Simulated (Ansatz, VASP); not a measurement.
**One calculation of Cd3InO, two programs**

```xyz
5
Lattice="3.9287 0.0000 0.0000 0.0000 3.9287 0.0000 0.0000 0.0000 6.6852" Properties=species:S:1:pos:R:3 pbc="T T T"
Cd    0.0000    0.0000    4.7626
Cd    1.9644    0.0000    2.9510
Cd    0.0000    1.9644    2.9510
In    0.0000    0.0000    0.1294
O     0.0000    0.0000    3.1050
```

Alike in both runs: task single point; functional PBE; k mesh 4 × 4 × 4; occupations gaussian, width 0.1 eV; collinear spin.

```csv
,VASP,Ansatz
version,VASP 6.6.1,Ansatz 0.2.0
potentials or method,"VASP PAW PBE potentials, release 64 (Cd, In_d, O), cutoff 520 eV","scalar-relativistic, plane waves, PAW"
valence electrons in the cell,55,79
```

Ansatz gave:

| Item | Value |
| --- | --- |
| gap on the k mesh at the Fermi level (eV) | none |
| rms of the force components (eV/Å) | 5.898 |
| net moment per atom (μB) | 0.00 |

Question: Estimate VASP's values.

Answer: gap on the k mesh at the Fermi level (eV): none; rms of the force components (eV/Å): 6.318; net moment per atom (μB): 0.00.

Atom by atom the forces differ by 0.514 eV/Å (rms over components). A gap of «none» marks a metal or a gap that the smearing closes. VASP's potentials hold 55 valence electrons a cell and Ansatz's 79, so a difference there can come from the potentials and not from the codes. Ansatz's warnings: seeded moment not kept.

The k mesh is coarse, so the values compare programs but aren't converged.
